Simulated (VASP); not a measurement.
# Ti (P6_3/mmc) in VASP: notebook, part 2 of 2

VASP 6.6.1. The steps go on from the part before.

**4. Single point, LDA**

This run uses another cell than the first one, of 17.64 Å³/atom, 1.031 times its volume.

The input, INCAR:

```
SYSTEM = Ti
ALGO     = Normal         ! electronic algorithm
EDIFF    = 1E-6           ! SCF threshold, eV
ENCUT    = 520            ! plane-wave cutoff, eV
GGA      = CA             ! functional
ISIF     = 2              ! what is computed and relaxed
ISMEAR   = 0              ! smearing method
LASPH    = .TRUE.         ! aspherical terms in the spheres
LCHARG   = .FALSE.        ! write CHGCAR
LREAL    = .FALSE.        ! projectors in reciprocal space
LWAVE    = .FALSE.        ! write WAVECAR
NBANDS   = 19             ! bands
NELM     = 60             ! most SCF steps
PREC     = Accurate       ! precision mode
SIGMA    = 0.1            ! smearing width, eV
```

The input, KPOINTS:

```
k-points
0
G
  13 13 8
  0 0 0
```

The input, POSCAR:

```
Ti
1.0
    2.9500000000      0.0000000000      0.0000000000
   -1.4750000000      2.5547749400      0.0000000000
    0.0000000000      0.0000000000      4.6800000000
Ti
2
Direct
    0.3333333333      0.6666666667      0.2500000000
    0.6666666667      0.3333333333      0.7500000000
```

Potentials or basis: VASP PAW LDA potentials, release 64 (Ti_sv).

Run with:

```console
> cat potpaw_LDA.64/Ti_sv/POTCAR > POTCAR
> mpirun -np 1 vasp_std > vasp.out
```

OUTCAR:

```text
SYSTEM = Ti
   EDIFF = 1E-6
   ENCUT = 520
   GGA = CA
   ISIF = 2
   ISMEAR = 0
   LASPH = .TRUE.
   LREAL = .FALSE.
   NELM = 60
   PREC = Accurate

 ion  position               nearest neighbor table
   1  0.333  0.667  0.250-   2 2.89   2 2.89   2 2.89   2 2.89   2 2.89   2 2.89
   2  0.667  0.333  0.750-   1 2.89   1 2.89   1 2.89   1 2.89   1 2.89   1 2.89

  LATTYP: Found a hexagonal cell.
 ALAT       =     2.9500000000
 C/A-ratio  =     1.5864406780

  Lattice vectors:

 A1 = (   2.9500000000,   0.0000000000,   0.0000000000)
 A2 = (  -1.4750000000,   2.5547749400,   0.0000000000)
[... 192 lines left out ...]
      5     -24.5895      2.00000
      6     -24.5298      2.00000
[... 505 lines left out ...]
      6     -24.6175      2.00000
[... 11 lines left out ...]
     18       9.6039      0.00000
     19      11.1256      0.00000

 [... further k-points ...]
[... 5 lines left out ...]
  --------------------------------------------------------------------------------------
  -------------------------------------------------------------------------------------
  Total       -2.1394098     -2.1394098     -2.2163489      0.0000000     -0.0000000      0.0000000
  in kB      -97.1815990    -97.1815989   -100.6765184      0.0000000     -0.0000000      0.0000000
  external PRESSURE =     -98.3465721 kB  Pullay stress =       0.0000000 kB

 VOLUME and BASIS-vectors are now :
 -----------------------------------------------------------------------------
  energy-cutoff  :      520.00
  volume of cell :       35.27
      direct lattice vectors                 reciprocal lattice vectors
     2.950000000  0.000000000  0.000000000     0.338983051  0.195711956  0.000000000
    -1.475000000  2.554774940  0.000000000     0.000000000  0.391423911  0.000000000
     0.000000000  0.000000000  4.680000000     0.000000000  0.000000000  0.213675214

 POSITION                                       TOTAL-FORCE (eV/Angst)
 -----------------------------------------------------------------------------------
     -0.00000      1.70318      1.17000        -0.000000      0.000000      0.000000
      1.47500      0.85159      3.51000         0.000000      0.000000      0.000000
 -----------------------------------------------------------------------------------
    total drift:                                0.000000     -0.000000      0.000000

  FREE ENERGIE OF THE ION-ELECTRON SYSTEM (eV)
  ---------------------------------------------------
  free  energy   TOTEN  =       -17.0033960104 eV

  energy  without entropy=      -16.9936084280  energy(sigma->0) =      -16.99850222
```

OSZICAR:

```text
N       E                     dE             d eps       ncg     rms          rms(c)
DAV:   1     0.261031450155E+03    0.26103E+03   -0.13091E+04  3990   0.155E+03
DAV:   2     0.105612065987E+02   -0.25047E+03   -0.24666E+03  4122   0.440E+02
DAV:   3    -0.178263015785E+02   -0.28388E+02   -0.28085E+02  7321   0.122E+02
DAV:   4    -0.191670721337E+02   -0.13408E+01   -0.13373E+01  4657   0.265E+01
DAV:   5    -0.192250288755E+02   -0.57957E-01   -0.57952E-01  5870   0.406E+00    0.115E+01
DAV:   6    -0.170206981492E+02    0.22043E+01   -0.81725E+00  4659   0.276E+01    0.275E+00
DAV:   7    -0.169937824997E+02    0.26916E-01   -0.65595E-01  5965   0.540E+00    0.197E+00
DAV:   8    -0.170101391631E+02   -0.16357E-01   -0.18815E-01  4342   0.527E+00    0.664E-01
DAV:   9    -0.170029110841E+02    0.72281E-02   -0.39196E-02  4534   0.208E+00    0.696E-02
DAV:  10    -0.170033760585E+02   -0.46497E-03   -0.30593E-03  5846   0.307E-01    0.853E-02
DAV:  11    -0.170034061009E+02   -0.30042E-04   -0.10779E-04  5066   0.808E-02    0.432E-02
DAV:  12    -0.170033962526E+02    0.98483E-05   -0.43808E-05  4407   0.604E-02    0.382E-03
DAV:  13    -0.170033960104E+02    0.24222E-06   -0.19195E-06  3379   0.115E-02
   1 F= -.17003396E+02 E0= -.16998502E+02  d E =-.978758E-02
```

stdout:

```text
POSCAR found type information on POSCAR Ti
 POSCAR found :  1 types and       2 ions
 scaLAPACK will be used
 LDA part: xc-table for (Slater(with rela. corr.)+CA(PZ))
 , standard interpolation
 POSCAR, INCAR and KPOINTS ok, starting setup
 FFT: planning ... GRIDC
 FFT: planning ... GRID_SOFT
 FFT: planning ... GRID
 WAVECAR not read
 entering main loop
```

Run time: 61 s. Hardware: 1 thread of Intel Xeon Platinum 8259CL at 2.50GHz (Skylake/Cascade Lake), shared host; peak memory 0.17 GiB.

What came out:

```yaml
Free_energy: -17.0034 eV
Pressure: -9.8 GPa
Band_gap_on_the_k_mesh: zero (band 12 reaches 8.67 eV, above the bottom of band 13 at 7.72 eV)
```

Stress tensor (GPa, compression positive):
```
 -9.72   0.00   0.00
  0.00  -9.72   0.00
  0.00   0.00 -10.07
```

Levels at points of the mesh, in eV from the Fermi level:
| k point | band 8 | band 9 | band 10 | band 11 | band 12 | band 13 | band 14 | band 15 | band 16 | band 17 |
| --- | --- | --- | --- | --- | --- | --- | --- | --- | --- | --- |
| (0.00, 0.00, 0.00) | -32.43 | -6.10 | -2.65 | 0.73 | 0.73 | 0.82 | 0.83 | 1.21 | 1.21 | 1.55 |
| (0.00, 0.00, 0.50) | -32.48 | -4.27 | -4.27 | 0.07 | 0.07 | 0.63 | 0.63 | 0.63 | 0.63 | 2.70 |

**5. Single point, LDA**

This run uses another cell than the first one, of 17.90 Å³/atom, 1.046 times its volume.

The input, INCAR:

```
PREC     = Accurate       # precision mode
ENCUT    = 520            # plane-wave cutoff, eV
EDIFF    = 1E-6           # SCF threshold, eV
ISMEAR   = 0              # smearing method
SIGMA    = 0.1            # smearing width, eV
LREAL    = False          # projectors in reciprocal space
LASPH    = True           # aspherical terms in the spheres
NELM     = 80             # most SCF steps
ALGO     = Normal         # electronic algorithm
ISIF     = 2              # what is computed and relaxed
LWAVE    = False          # write WAVECAR
LCHARG   = False          # write CHGCAR
NBANDS   = 19             # bands
```

The input, KPOINTS:

```
regular mesh
0
Gamma
  13 13 8
```

POSCAR, as its differences from that of step 4:

```diff
@@ -4,3 +4,3 @@
    -1.4750000000      2.5547749400      0.0000000000
-    0.0000000000      0.0000000000      4.6800000000
+    0.0000000000      0.0000000000      4.7502000000
 Ti
```

Potentials or basis: VASP PAW LDA potentials, release 64 (Ti_sv).

Run with:

```console
> cat potpaw_LDA.64/Ti_sv/POTCAR > POTCAR
> mpirun -np 1 vasp_std > vasp.out
```

OUTCAR:

```text
PREC = Accurate
   ENCUT = 520
   EDIFF = 1E-6
   ISMEAR = 0
   LREAL = False
   LASPH = True
   NELM = 80
   ISIF = 2

 ion  position               nearest neighbor table
   1  0.333  0.667  0.250-
   2  0.667  0.333  0.750-

  LATTYP: Found a hexagonal cell.
 ALAT       =     2.9500000000
 C/A-ratio  =     1.6102372881

  Lattice vectors:

 A1 = (   2.9500000000,   0.0000000000,   0.0000000000)
 A2 = (  -1.4750000000,   2.5547749400,   0.0000000000)
 A3 = (   0.0000000000,   0.0000000000,   4.7502000000)

Analysis of symmetry for initial positions (statically):
=====================================================================
 Subroutine PRICEL returns:
 Original cell was already a primitive cell.

 Routine SETGRP: Setting up the symmetry group for a
 hexagonal supercell.

 Subroutine GETGRP returns: Found 24 space group operations
 (whereof 12 operations were pure point group operations)
 out of a pool of 24 trial point group operations.

The static configuration has the point symmetry D_3d.
 The point group associated with its full space group is D_6h.

Analysis of symmetry for dynamics (positions and initial velocities):
=====================================================================
 Subroutine PRICEL returns:
 Original cell was already a primitive cell.

 Routine SETGRP: Setting up the symmetry group for a
 hexagonal supercell.

 Subroutine GETGRP returns: Found 24 space group operations
 (whereof 12 operations were pure point group operations)
 out of a pool of 24 trial point group operations.

The dynamic configuration has the point symmetry D_3d.
 The point group associated with its full space group is D_6h.

 Subroutine INISYM returns: Found 24 space group operations
 (whereof 12 operations are pure point group operations),
 and found     1 'primitive' translations

----------------------------------------------------------------------------------------

                                     Primitive cell

  volume of cell :      35.8003

  direct lattice vectors                    reciprocal lattice vectors
     2.950000000  0.000000000  0.000000000     0.338983051  0.195711956  0.000000000
    -1.475000000  2.554774940  0.000000000     0.000000000  0.391423911  0.000000000
     0.000000000  0.000000000  4.750200000     0.000000000  0.000000000  0.210517452

  length of vectors
     2.950000000  2.949999999  4.750200000     0.391423911  0.391423911  0.210517452

  position of ions in fractional coordinates (direct lattice)
     0.333333333  0.666666667  0.250000000
     0.666666667  0.333333333  0.750000000

  ion indices of the primitive-cell ions
   primitive index   ion index
                 1           1
                 2           2

----------------------------------------------------------------------------------------

 KPOINTS: regular mesh

Automatic generation of k-mesh.
 Grid dimensions read from file:
 generate k-points for:   13   13    8

 Generating k-lattice:

  Cartesian coordinates                     Fractional coordinates (reciprocal lattice)
     0.026075619  0.015054766  0.000000000     0.076923077  0.000000000  0.000000000
     0.000000000  0.030109532  0.000000000     0.000000000  0.076923077  0.000000000
     0.000000000  0.000000000  0.026314681     0.000000000  0.000000000  0.125000000

  Length of vectors
     0.030109532  0.030109532  0.026314681

  Shift w.r.t. Gamma in fractional coordinates (k-lattice)
     0.000000000  0.000000000  0.000000000

 Subroutine IBZKPT returns following result:
 ===========================================

 Found    105 irreducible k-points:

 Following reciprocal coordinates:
            Coordinates               Weight
  0.000000  0.000000  0.000000      1.000000
  0.076923  0.000000  0.000000      6.000000
  0.153846  0.000000  0.000000      6.000000
  0.230769  0.000000  0.000000      6.000000
  0.307692  0.000000  0.000000      6.000000
  0.384615  0.000000  0.000000      6.000000
[... 16 lines left out ...]
  0.076923  0.000000  0.125000     12.000000
  0.153846  0.000000  0.125000     12.000000
 [... further k-points ...]
   k-points           NKPTS =    105   k-points in BZ     NKDIM =    105   number of bands    NBANDS=     19
   number of dos      NEDOS =    301   number of ions     NIONS =      2
   total plane-waves  NPLWV =  20736
   dimension x,y,z NGX =    24 NGY =   24 NGZ =   36
   dimension x,y,z NGXF=    48 NGYF=   48 NGZF=   72
   ions per type =               2
   NGX,Y,Z   is equivalent  to a cutoff of  13.53, 13.53, 12.60 a.u.
   NGXF,Y,Z  is equivalent  to a cutoff of  27.05, 27.05, 25.20 a.u.
 SYSTEM =  unknown system
   PREC   = accura    normal or accurate (medium, high low for compatibility)
   ISTART =      0    job   : 0-new  1-cont  2-samecut
   ICHARG =      2    charge: 1-file 2-atom 10-const
   ISPIN  =      1    spin polarized calculation?
   LNONCOLLINEAR =      F non collinear calculations
   LSORBIT =      F    spin-orbit coupling
   LASPH  =      T    aspherical Exc in radial PAW
   ENCUT  =  520.0 eV  38.22 Ry    6.18 a.u.   5.49  5.49  8.83*2*pi/ulx,y,z
   NELM   =     80;   NELMIN=  2; NELMDL= -5     # of ELM steps
   EDIFF  = 0.1E-05   stopping-criterion for ELM
   LREAL  =      F    real-space projection
[... 7 lines left out ...]
   TEBEG  =    0.0;   TEEND  =   0.0 temperature during run
   PSTRESS=    0.0 pullay stress
   NELECT =      24.0000    total number of electrons
   NUPDOWN=      -1.0000    fix difference up-down
   EMIN   =  10.00;   EMAX   =-10.00  energy-range for DOS
   EFERMI =   0.00;   METHOD = LEGACY
   ISMEAR =     0;   SIGMA  =   0.10  broadening in eV -4-tet -1-fermi 0-gaus
   EFERMI_NEDOS =   21; number of points for ismear=-14 and -15
   IALGO  =     38    algorithm
   IMIX   =      4    mixing-type and parameters
     AMIX     =   0.40;   BMIX     =  1.00
     AMIX_MAG =   1.60;   BMIX_MAG =  1.00
  volume/ion in A,a.u.               =      17.90       120.80
  Fermi-wavevector in a.u.,A,eV,Ry     =   1.432792  2.707584 27.931292  2.052892
  Thomas-Fermi vector in A             =   2.552381
   LORBIT       =      0    0 simple, 1 ext, 2 COOP (PROOUT), +10 PAW based schemes
   GGA     = CA    functional components
   LHFCALC =     F    Hartree Fock is set to
   AEXX    =    0.0000 exact exchange contribution
   IVDW    =     0    specifies the selected vdW correction
   LEPSILON=     F    determine dielectric tensor
   LRPA    =     F    only Hartree local field effects (RPA)
 non-spin polarized calculation
 Gauss-broadening in eV      SIGMA  =   0.10
  energy-cutoff  :      520.00
  volume of cell :       35.80
 maximum number of plane-waves:       996
 NGX is ok and might be reduce to    24
   NGX = 11   NGY = 11   NGZ = 17

 number of electron      23.9999995 magnetization

 Free energy of the ion-electron system (eV)
  ---------------------------------------------------
  ext. energy  EPLUGINS =         0.00000000
  ---------------------------------------------------
  free energy    TOTEN  =       -16.96635921 eV

  energy without entropy =      -16.95668457  energy(sigma->0) =      -16.96152189

 E-fermi :   7.7790     XC(G=0): -11.6406

 val. band max:        7.7708333903   @ k =   0.3077   0.3077   0.2500
 cond. band min:       7.7893572676   @ k =   0.3846   0.2308   0.2500
 fundamental gap:      0.0185238773
 Fermi energy:         7.7789656237

 k-point     1 :       0.0000    0.0000    0.0000
  band No.  band energies     occupation
      1     -48.4330      2.00000
      2     -48.3125      2.00000
      3     -25.3717      2.00000
      4     -24.7640      2.00000
      5     -24.7640      2.00000
      6     -24.7299      2.00000
[... 11 lines left out ...]
     18       9.3753      0.00000
     19      10.7842      0.00000

 k-point     2 :       0.0769    0.0000    0.0000
  band No.  band energies     occupation
      1     -48.4274      2.00000
      2     -48.3100      2.00000
      3     -25.3596      2.00000
      4     -24.7902      2.00000
      5     -24.7725      2.00000
      6     -24.7346      2.00000
[... 476 lines left out ...]
 k-point    24 :       0.1538    0.0000    0.1250
  band No.  band energies     occupation
      1     -48.4075      2.00000
      2     -48.3075      2.00000
      3     -25.3059      2.00000
      4     -24.8582      2.00000
      5     -24.8094      2.00000
      6     -24.7915      2.00000
[... 11 lines left out ...]
     18       9.4097      0.00000
     19      10.9047      0.00000

 [... further k-points ...]
[... 5 lines left out ...]
  --------------------------------------------------------------------------------------
  -------------------------------------------------------------------------------------
  Total       -2.3600383     -2.3600383     -2.7705677      0.0000000      0.0000000      0.0000000
  in kB     -105.6192474   -105.6192473   -123.9917502      0.0000000      0.0000000      0.0000000
  external PRESSURE =    -111.7434150 kB  Pullay stress =       0.0000000 kB

 VOLUME and BASIS-vectors are now :
 -----------------------------------------------------------------------------
  energy-cutoff  :      520.00
  volume of cell :       35.80
      direct lattice vectors                 reciprocal lattice vectors
     2.950000000  0.000000000  0.000000000     0.338983051  0.195711956  0.000000000
    -1.475000000  2.554774940  0.000000000     0.000000000  0.391423911  0.000000000
     0.000000000  0.000000000  4.750200000     0.000000000  0.000000000  0.210517452

 POSITION                                       TOTAL-FORCE (eV/Angst)
 -----------------------------------------------------------------------------------
     -0.00000      1.70318      1.18755         0.000000     -0.000000      0.000000
      1.47500      0.85159      3.56265        -0.000000      0.000000      0.000000
 -----------------------------------------------------------------------------------
    total drift:                               -0.000000      0.000000     -0.000000

  FREE ENERGIE OF THE ION-ELECTRON SYSTEM (eV)
  ---------------------------------------------------
  free  energy   TOTEN  =       -16.9663592093 eV

  energy  without entropy=      -16.9566845733  energy(sigma->0) =      -16.96152189
```

Wall time 51 s (1 thread of Intel Xeon Platinum 8259CL at 2.50GHz (Skylake/Cascade Lake), shared host); peak memory 0.18 GiB.

Results:

| Item | Value |
| --- | --- |
| Free energy | -16.9664 eV |
| Pressure | -11.2 GPa |
| Band gap on the k mesh | zero (band 12 reaches 8.52 eV, above the bottom of band 13 at 7.57 eV) |

Stress tensor (GPa, compression positive):
```
-10.56   0.00   0.00
  0.00 -10.56   0.00
  0.00   0.00 -12.40
```

Levels at points of the mesh, in eV from the Fermi level:
```csv
k point,band 9,band 10,band 11,band 12,band 13,band 14,band 15,band 16
"(0.00, 0.00, 0.00)",-6.06,-2.62,0.65,0.74,0.74,0.74,1.19,1.19
"(0.00, 0.00, 0.50)",-4.28,-4.28,0.02,0.02,0.67,0.67,0.67,0.67
```

**6. Single point, LDA**

This run uses another cell than the first one, of 18.16 Å³/atom, 1.062 times its volume.

The input, INCAR:

```
  PREC = Accurate
  ENCUT = 520
  EDIFF = 1E-7
  ISMEAR = 0
  SIGMA = 0.1
  LREAL = False
  LASPH = True
  NELM = 80
  ALGO = Normal
  ISIF = 2
  LWAVE = False
  LCHARG = False
  GGA = CA
  NBANDS = 19
```

KPOINTS is that of step 5.

POSCAR, as its differences from that of step 5:

```diff
@@ -4,3 +4,3 @@
    -1.4750000000      2.5547749400      0.0000000000
-    0.0000000000      0.0000000000      4.7502000000
+    0.0000000000      0.0000000000      4.8204000000
 Ti
```

Potentials or basis: VASP PAW LDA potentials, release 64 (Ti_sv).

Run with:

```console
> cat potpaw_LDA.64/Ti_sv/POTCAR > POTCAR
> mpirun -np 1 vasp_std > vasp.out
```

Run time: 68 s. Hardware: 1 thread of Intel Xeon Platinum 8259CL at 2.50GHz (Skylake/Cascade Lake), shared host; peak memory 0.17 GiB.

The run converged. Its results:

| Quantity | Value |
| --- | --- |
| Free energy | -16.9219 eV |
| Pressure | -12.4 GPa |
| Band gap on the k mesh | zero (band 12 reaches 8.27 eV, above the bottom of band 13 at 7.41 eV) |

Stress tensor (GPa, compression positive):
```
-11.34   0.00   0.00
  0.00 -11.34   0.00
  0.00   0.00 -14.54
```

Levels at points of the mesh, in eV from the Fermi level:
```csv
k point,band 9,band 10,band 11,band 12,band 13,band 14,band 15,band 16
"(0.00, 0.00, 0.00)",-6.02,-2.60,0.50,0.64,0.75,0.75,1.17,1.17
"(0.00, 0.00, 0.50)",-4.30,-4.30,-0.03,-0.03,0.70,0.70,0.70,0.70
```

**7. Summary**

| cell | gap on the mesh (eV) | pressure (GPa) |
| --- | --- | --- |
| a = 2.950, b = 2.950, c = 4.540 Å, angles 90.0, 90.0, 120.0°, 2 atoms | none | -6.8 |
| a = 2.950, b = 2.950, c = 4.610 Å, angles 90.0, 90.0, 120.0°, 2 atoms | none | -8.4 |
| a = 2.950, b = 2.950, c = 4.680 Å, angles 90.0, 90.0, 120.0°, 2 atoms | none | -9.8 |
| a = 2.950, b = 2.950, c = 4.750 Å, angles 90.0, 90.0, 120.0°, 2 atoms | none | -11.2 |
| a = 2.950, b = 2.950, c = 4.820 Å, angles 90.0, 90.0, 120.0°, 2 atoms | none | -12.4 |

Alike in all rows: task single point; level LDA; potentials or basis VASP PAW LDA potentials, release 64 (Ti_sv); no spin polarisation; k mesh 13 × 13 × 8; cutoff (eV) 520; smearing gaussian 0.1 eV.

Absolute energies hang on the potentials; compare differences alone.
